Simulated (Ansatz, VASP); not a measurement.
# Two plane-wave programs on Cu

File INCAR:

```
ALGO = Normal
EDIFF = 1E-6
ENCUT = 520
GGA = PE
ISIF = 2
ISMEAR = -1
LASPH = True
LCHARG = False
LREAL = False
LWAVE = False
NBANDS = 12
NELM = 100
PREC = Accurate
SIGMA = 0.1
```

File KPOINTS:

```
k-points
0
Gamma
  2 2 2
```

The input POSCAR:

```
Cu
1.0
    0.0000000000      1.8145751207      1.8145751207
    1.8145751207      0.0000000000      1.8145751207
    1.8145751207      1.8145751207      0.0000000000
Cu
1
Direct
    0.0000000000      0.0000000000      0.0000000000
```

Input for Ansatz:

```yaml
crystal:
  lattice:
    - [0.0, 1.8145751207, 1.8145751207]
    - [1.8145751207, 0.0, 1.8145751207]
    - [1.8145751207, 1.8145751207, 0.0]
  atoms:
    - { symbol: Cu, position: [0.0, 0.0, 0.0] }
hamiltonian:
  xc: pbe
  pseudopotentials:
    kind: paw
    azcp:
      Cu: "pseudopotentials/Cu.paw.azcp"
basis:
  ecutwfc: 420
  fft_grid_basis: typed
kpoints:
  mp_grid: { grid: [2, 2, 2], shift: [0, 0, 0] }
magnetization:
  spin_polarized: false
scf:
  occupations: { method: fermi_dirac, width: 0.1 }
  lower_state_search: "off"
output:
  stress: true
```

Alike in both runs: task single point; functional PBE; k mesh 2 × 2 × 2; occupations fermi-dirac, width 0.1 eV; no spin polarisation.

```csv
,VASP,Ansatz
version,VASP 6.6.1,Ansatz 0.2.0
potentials or method,"VASP PAW PBE potentials, release 64 (Cu), cutoff 520 eV","plane waves (420 eV) with PAW, scalar-relativistic"
valence electrons in the cell,11,19
```

```csv
,VASP,Ansatz,Ansatz less VASP
pressure (GPa),25.1,23.7,-1.44
```

VASP's potentials hold 11 valence electrons a cell and Ansatz's 19, so a difference there can come from the potentials and not from the codes.

The k mesh is coarse, so the values compare programs but aren't converged.
